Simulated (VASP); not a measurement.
# Si2Mo (I4/mmm) in VASP: a series of runs

The runs below take Si2Mo through single point, with PBEsol.

All numbers are computed with VASP 6.6.1; they aren't measurements. Logs are shortened: lines on timing, memory, paths and dates and some standing lists are left out, and cuts for length are marked.

### Step 1. The cell of the first run

It takes space group I4/mmm (No. 139, tetragonal). The conventional cell has a = 3.031 Å, b = 3.031 Å, c = 8.017 Å, α = 90.00°, β = 90.00°, γ = 90.00°. Within 3.3 Å of Si (site symmetry 4mm) lie 5 Mo at 2.52 to 2.69 Å and 9 Si at 2.54 to 3.03 Å. Within 3.3 Å of Mo (site symmetry 4/mmm) lie 10 Si at 2.52 to 2.69 Å and 4 Mo at 3.03 Å.

### Step 2. Single point, PBEsol (strain -0.050 along x and y, +0.025 along z)

Contents of INCAR:

```
  PREC = Accurate
  ENCUT = 520
  EDIFF = 1E-6
  ISMEAR = 0
  SIGMA = 0.15
  LREAL = False
  LASPH = True
  NELM = 80
  ALGO = Normal
  ISIF = 2
  LWAVE = False
  LCHARG = False
  GGA = PS
  NBANDS = 18
```

Contents of KPOINTS:

```
Automatic mesh
0
Gamma
  20 20 20
```

Contents of POSCAR:

```
Si2Mo
1.0
   -1.5152833265      1.5152833265      4.0084593000
    1.5152833265     -1.5152833265      4.0084593000
    1.5152833265      1.5152833265     -4.0084593000
Si Mo
2 1
Direct
    0.3350596655      0.3350596655      0.0000000000
    0.6649403345      0.6649403345      0.0000000000
    0.0000000000      0.0000000000      0.0000000000
```

Potentials or basis: VASP PAW PBE potentials, release 64 (Si, Mo_sv).

Run with:

```console
cat potpaw_PBE.64/Si/POTCAR potpaw_PBE.64/Mo_sv/POTCAR > POTCAR
mpirun -np 1 vasp_std > vasp.out
```

OUTCAR:

```text
PREC = Accurate
   ENCUT = 520
   EDIFF = 1E-6
   ISMEAR = 0
   LREAL = False
   LASPH = True
   NELM = 80
   ISIF = 2
   GGA = PS

 ion  position               nearest neighbor table
   1  0.335  0.335  0.000-   3 2.52   3 2.52   3 2.52   3 2.52   2 2.54   2 2.54   2 2.54   2 2.54
                             2 2.64   3 2.69
   2  0.665  0.665  0.000-   3 2.52   3 2.52   3 2.52   3 2.52   1 2.54   1 2.54   1 2.54   1 2.54
                             1 2.64   3 2.69
   3  0.000  0.000  0.000-   2 2.52   2 2.52   1 2.52   2 2.52   1 2.52   1 2.52   2 2.52   1 2.52
                             1 2.69   2 2.69

  LATTYP: Found a body centered tetragonal cell.
 ALAT       =     3.0305666530
 C/A-ratio  =     2.6453530042

  Lattice vectors:

 A1 = (  -1.5152833265,   1.5152833265,   4.0084593000)
 A2 = (   1.5152833265,  -1.5152833265,   4.0084593000)
 A3 = (   1.5152833265,   1.5152833265,  -4.0084593000)

Analysis of symmetry for initial positions (statically):
=====================================================================
 Subroutine PRICEL returns:
 Original cell was already a primitive cell.

 Routine SETGRP: Setting up the symmetry group for a
 body centered tetragonal supercell.

 Subroutine GETGRP returns: Found 16 space group operations
 (whereof 16 operations were pure point group operations)
 out of a pool of 16 trial point group operations.

The static configuration has the point symmetry D_4h.

Analysis of symmetry for dynamics (positions and initial velocities):
=====================================================================
 Subroutine PRICEL returns:
 Original cell was already a primitive cell.

 Routine SETGRP: Setting up the symmetry group for a
 body centered tetragonal supercell.

 Subroutine GETGRP returns: Found 16 space group operations
 (whereof 16 operations were pure point group operations)
 out of a pool of 16 trial point group operations.

The dynamic configuration has the point symmetry D_4h.

 Subroutine INISYM returns: Found 16 space group operations
 (whereof 16 operations are pure point group operations),
 and found     1 'primitive' translations

----------------------------------------------------------------------------------------

                                     Primitive cell

  volume of cell :      36.8150

  direct lattice vectors                    reciprocal lattice vectors
    -1.515283327  1.515283327  4.008459300     0.000000000  0.329971294  0.124736205
     1.515283327 -1.515283327  4.008459300     0.329971294  0.000000000  0.124736205
     1.515283327  1.515283327 -4.008459300     0.329971294  0.329971294  0.000000000

  length of vectors
     4.545317709  4.545317709  4.545317709     0.352760791  0.352760791  0.466649879

  position of ions in fractional coordinates (direct lattice)
     0.335059665  0.335059665  0.000000000
     0.664940335  0.664940335  0.000000000
     0.000000000  0.000000000  0.000000000

  ion indices of the primitive-cell ions
   primitive index   ion index
                 1           1
                 2           2
                 3           3

----------------------------------------------------------------------------------------

 KPOINTS: Automatic mesh

Automatic generation of k-mesh.
 Grid dimensions read from file:
 generate k-points for:   20   20   20

 Generating k-lattice:

  Cartesian coordinates                     Fractional coordinates (reciprocal lattice)
     0.000000000  0.016498565  0.006236810     0.050000000 -0.000000000  0.000000000
     0.016498565  0.000000000  0.006236810    -0.000000000  0.050000000  0.000000000
     0.016498565  0.016498565  0.000000000     0.000000000  0.000000000  0.050000000

  Length of vectors
     0.017638040  0.017638040  0.023332494

  Shift w.r.t. Gamma in fractional coordinates (k-lattice)
     0.000000000  0.000000000  0.000000000

 Subroutine IBZKPT returns following result:
 ===========================================

 Found    641 irreducible k-points:

 Following reciprocal coordinates:
            Coordinates               Weight
  0.000000  0.000000  0.000000      1.000000
  0.050000 -0.000000  0.000000      8.000000
  0.100000 -0.000000  0.000000      8.000000
  0.150000  0.000000  0.000000      8.000000
  0.200000 -0.000000  0.000000      8.000000
  0.250000 -0.000000  0.000000      8.000000
[... 16 lines left out ...]
 -0.400000  0.050000 -0.000000     16.000000
 -0.350000  0.050000  0.000000     16.000000
 [... further k-points ...]
   k-points           NKPTS =    641   k-points in BZ     NKDIM =    641   number of bands    NBANDS=     18
   number of dos      NEDOS =    301   number of ions     NIONS =      3
   total plane-waves  NPLWV =  46656
   dimension x,y,z NGX =    36 NGY =   36 NGZ =   36
   dimension x,y,z NGXF=    72 NGYF=   72 NGZF=   72
   ions per type =               2   1
   NGX,Y,Z   is equivalent  to a cutoff of  13.17, 13.17, 13.17 a.u.
   NGXF,Y,Z  is equivalent  to a cutoff of  26.33, 26.33, 26.33 a.u.
 SYSTEM =  unknown system
   PREC   = accura    normal or accurate (medium, high low for compatibility)
   ISTART =      0    job   : 0-new  1-cont  2-samecut
   ICHARG =      2    charge: 1-file 2-atom 10-const
   ISPIN  =      1    spin polarized calculation?
   LNONCOLLINEAR =      F non collinear calculations
   LSORBIT =      F    spin-orbit coupling
   LASPH  =      T    aspherical Exc in radial PAW
   ENCUT  =  520.0 eV  38.22 Ry    6.18 a.u.   8.45  8.45  8.45*2*pi/ulx,y,z
   NELM   =     80;   NELMIN=  2; NELMDL= -5     # of ELM steps
   EDIFF  = 0.1E-05   stopping-criterion for ELM
   LREAL  =      F    real-space projection
   EDIFFG = 0.1E-04   stopping-criterion for IOM
   NSW    =      0    number of steps for IOM
   IBRION =     -1    ionic relax: 0-MD 1-quasi-New 2-CG
   NFREE  =      0    steps in history (QN), initial steepest desc. (CG)
   ISIF   =      2    stress and relaxation
   ISYM   =      2    0-nonsym 1-usesym 2-fastsym
   POTIM  = 0.5000    time-step for ionic-motion
   TEBEG  =    0.0;   TEEND  =   0.0 temperature during run
   PSTRESS=    0.0 pullay stress
   NELECT =      22.0000    total number of electrons
   NUPDOWN=      -1.0000    fix difference up-down
   EMIN   =  10.00;   EMAX   =-10.00  energy-range for DOS
   EFERMI =   0.00;   METHOD = LEGACY
   ISMEAR =     0;   SIGMA  =   0.15  broadening in eV -4-tet -1-fermi 0-gaus
   EFERMI_NEDOS =   21; number of points for ismear=-14 and -15
   IALGO  =     38    algorithm
   IMIX   =      4    mixing-type and parameters
     AMIX     =   0.40;   BMIX     =  1.00
     AMIX_MAG =   1.60;   BMIX_MAG =  1.00
  volume/ion in A,a.u.               =      12.27        82.81
  Fermi-wavevector in a.u.,A,eV,Ry     =   1.378925  2.605791 25.870585  1.901434
  Thomas-Fermi vector in A             =   2.503942
   LORBIT       =      0    0 simple, 1 ext, 2 COOP (PROOUT), +10 PAW based schemes
   GGA     = PS    functional components
   LHFCALC =     F    Hartree Fock is set to
   AEXX    =    0.0000 exact exchange contribution
   IVDW    =     0    specifies the selected vdW correction
   LEPSILON=     F    determine dielectric tensor
   LRPA    =     F    only Hartree local field effects (RPA)
 non-spin polarized calculation
 Gauss-broadening in eV      SIGMA  =   0.15
  energy-cutoff  :      520.00
  volume of cell :       36.82
 maximum number of plane-waves:      1007
 NGX is ok and might be reduce to    36
   NGX = 17   NGY = 17   NGZ = 17

 number of electron      22.0000000 magnetization

 Free energy of the ion-electron system (eV)
  ---------------------------------------------------
  ext. energy  EPLUGINS =         0.00000000
  ---------------------------------------------------
  free energy    TOTEN  =       -24.72578065 eV

  energy without entropy =      -24.72134255  energy(sigma->0) =      -24.72356160

 E-fermi :  13.7288     XC(G=0): -12.9413

 val. band max:       13.7180460754   @ k =  -0.4000  -0.4500   0.2500
 cond. band min:      13.7357243572   @ k =  -0.3000  -0.4000   0.3000
 fundamental gap:      0.0176782817
 Fermi energy:        13.7287871004

 k-point     1 :       0.0000    0.0000    0.0000
  band No.  band energies     occupation
      1     -46.8971      2.00000
      2     -21.2029      2.00000
      3     -20.9475      2.00000
      4     -20.9475      2.00000
      5      -0.6137      2.00000
      6       6.4778      2.00000
[... 10 lines left out ...]
     17      18.9565      0.00000
     18      18.9565      0.00000

 k-point     2 :       0.0500   -0.0000    0.0000
  band No.  band energies     occupation
      1     -46.8962      2.00000
      2     -21.2017      2.00000
      3     -20.9590      2.00000
      4     -20.9464      2.00000
      5      -0.5629      2.00000
      6       6.4924      2.00000
[... 10 lines left out ...]
     17      19.0400      0.00000
     18      19.4195      0.00000

 k-point     3 :       0.1000   -0.0000    0.0000
  band No.  band energies     occupation
      1     -46.8935      2.00000
      2     -21.1985      2.00000
      3     -20.9924      2.00000
      4     -20.9433      2.00000
      5      -0.4118      2.00000
      6       6.5291      2.00000
[... 10 lines left out ...]
     17      19.3966      0.00000
     18      20.2936      0.00000

 k-point     4 :       0.1500    0.0000    0.0000
  band No.  band energies     occupation
      1     -46.8892      2.00000
      2     -21.1934      2.00000
      3     -21.0439      2.00000
      4     -20.9384      2.00000
      5      -0.1637      2.00000
      6       6.5644      2.00000
[... 375 lines left out ...]
      4     -20.9150      2.00000
      5       2.8937      2.00000
      6       4.3916      2.00000
[... 10 lines left out ...]
     17      21.0439      0.00000
     18      22.0483      0.00000

 k-point    23 :      -0.4000    0.0500   -0.0000
  band No.  band energies     occupation
      1     -46.8614      2.00000
      2     -21.3587      2.00000
      3     -21.1587      2.00000
      4     -20.9182      2.00000
      5       2.2502      2.00000
      6       5.0228      2.00000
[... 10 lines left out ...]
     17      21.0875      0.00000
     18      22.8735      0.00000

 k-point    24 :      -0.3500    0.0500    0.0000
  band No.  band energies     occupation
      1     -46.8657      2.00000
      2     -21.3097      2.00000
      3     -21.1637      2.00000
      4     -20.9232      2.00000
      5       1.6385      2.00000
      6       5.6319      2.00000
[... 10 lines left out ...]
     17      21.3126      0.00000
     18      23.1684      0.00000

 [... further k-points ...]

------------------------ aborting loop because EDIFF is reached ----------------------------------------

  FORCE on cell =-STRESS in cart. coord.  units (eV):
  Direction    XX          YY          ZZ          XY          YZ          ZX
  --------------------------------------------------------------------------------------
  -------------------------------------------------------------------------------------
  Total        6.9582114      6.9582114      0.1196732      0.0000000      0.0000000      0.0000000
  in kB      302.8189476    302.8189476      5.2081340      0.0000000      0.0000000      0.0000000
  external PRESSURE =     203.6153430 kB  Pullay stress =       0.0000000 kB

 VOLUME and BASIS-vectors are now :
 -----------------------------------------------------------------------------
  energy-cutoff  :      520.00
  volume of cell :       36.82
      direct lattice vectors                 reciprocal lattice vectors
    -1.515283327  1.515283327  4.008459300     0.000000000  0.329971294  0.124736205
     1.515283327 -1.515283327  4.008459300     0.329971294  0.000000000  0.124736205
     1.515283327  1.515283327 -4.008459300     0.329971294  0.329971294  0.000000000

 POSITION                                       TOTAL-FORCE (eV/Angst)
 -----------------------------------------------------------------------------------
      0.00000      0.00000      2.68615         0.000000      0.000000     -0.167691
      0.00000      0.00000      5.33077        -0.000000     -0.000000      0.167691
      0.00000      0.00000      0.00000         0.000000      0.000000     -0.000000
 -----------------------------------------------------------------------------------
    total drift:                               -0.000000      0.000000      0.000000

  FREE ENERGIE OF THE ION-ELECTRON SYSTEM (eV)
  ---------------------------------------------------
  free  energy   TOTEN  =       -24.7257806512 eV

  energy  without entropy=      -24.7213425495  energy(sigma->0) =      -24.72356160
```

It took 15 min on 1 thread of Intel Xeon 8259CL, shared host; peak memory 0.52 GiB.

Results:

```yaml
Free_energy: -24.7258 eV
Pressure: 20.4 GPa
Largest_force: 0.168 eV/Å
Band_gap_on_the_k_mesh: zero (bands 11 and 12 overlap by 1.13 eV)
```

Forces on the atoms (eV/Å):
```
Si   0.000  0.000 -0.168
Si   0.000  0.000  0.168
Mo   0.000  0.000  0.000
```

Stress tensor (GPa, compression positive):
```
30.28  0.00  0.00
 0.00 30.28  0.00
 0.00  0.00  0.52
```

Levels at points of the mesh, in eV from the Fermi level:
```
           k point  band 7  band 8  band 9  band 10  band 11  band 12  band 13  band 14  band 15  band 16
(0.00, 0.00, 0.00)   -4.43   -3.78   -2.62    -2.62     0.73     2.78     3.87     4.08     4.27     4.27
(0.50, 0.00, 0.00)   -5.75   -4.97   -3.23    -2.58    -0.51     2.65     3.45     3.67     4.19     6.08
(0.50, 0.50, 0.00)   -6.09   -5.24   -4.82    -4.05    -1.21     2.62     2.62     2.85     2.93     4.60
(0.50, 0.50, 0.50)   -4.18   -2.74   -0.82    -0.82    -0.03    -0.03     0.83     3.57     5.63     5.82
```

Caveat: the cell differs from its parent crystal (strain -0.050 along x and y, +0.025 along z); the stress differs along the axes, from 1 to 30 GPa; the PAW data sets were made with another functional, which shifts forces and pressure a little.

### Step 3. Single point, PBEsol (strain -0.025 along x and y, -0.025 along z)

Contents of INCAR:

```
SYSTEM = Si2Mo
PREC = Accurate ; ENCUT = 520
EDIFF = 1E-6 ; ISMEAR = 0
SIGMA = 0.15 ; LREAL = .FALSE.
LASPH = .TRUE. ; NELM = 100
ALGO = Normal ; ISIF = 2
LWAVE = .FALSE. ; LCHARG = .FALSE.
GGA = PS ; NBANDS = 18
```

Contents of KPOINTS:

```
Automatic mesh
0
G
  20 20 20
  0 0 0
```

Contents of POSCAR:

```
Si2Mo
1.0
   -1.5551592035      1.5551592035      3.8129247000
    1.5551592035     -1.5551592035      3.8129247000
    1.5551592035      1.5551592035     -3.8129247000
Si Mo
2 1
Direct
    0.3350596655      0.3350596655      0.0000000000
    0.6649403345      0.6649403345      0.0000000000
    0.0000000000      0.0000000000      0.0000000000
```

Potentials or basis: VASP PAW PBE potentials, release 64 (Si, Mo_sv).

Run with:

```console
cat potpaw_PBE.64/Si/POTCAR potpaw_PBE.64/Mo_sv/POTCAR > POTCAR
mpirun -np 1 vasp_std > vasp.out
```

Run time: 13 min. Hardware: 1 thread of Intel Xeon 8259CL, shared host; peak memory 0.53 GiB.

Results (log left out):

| Quantity | Value |
| --- | --- |
| Free energy | -24.9029 eV |
| Pressure | 20.4 GPa |
| Largest force | 0.198 eV/Å |
| Band gap on the k mesh | zero (bands 11 and 12 overlap by 0.98 eV) |

Forces on the atoms (eV/Å):
```
Si   0.000  0.000 -0.198
Si   0.000  0.000  0.198
Mo   0.000  0.000  0.000
```

Stress tensor (GPa, compression positive):
```
19.56  0.00  0.00
 0.00 19.56  0.00
 0.00  0.00 22.16
```

Levels at points of the mesh, in eV from the Fermi level:
```csv
k point,band 8,band 9,band 10,band 11,band 12,band 13,band 14,band 15
"(0.00, 0.00, 0.00)",-3.25,-2.84,-2.84,0.43,2.86,3.76,3.81,3.81
"(0.50, 0.00, 0.00)",-4.72,-2.88,-2.83,-0.61,2.59,3.30,4.42,4.80
"(0.50, 0.50, 0.00)",-5.11,-4.75,-3.41,-1.18,2.65,3.16,3.53,3.64
"(0.50, 0.50, 0.50)",-2.45,-0.64,-0.64,-0.42,-0.42,0.59,5.12,6.10
```

Caveat: the cell differs from its parent crystal (strain -0.025 along x and y, -0.025 along z); the cell stands under pressure; the PAW data sets were made with another functional, which shifts forces and pressure a little.

The gap in the log of VASP goes by the Fermi energy; the results here count the filled bands.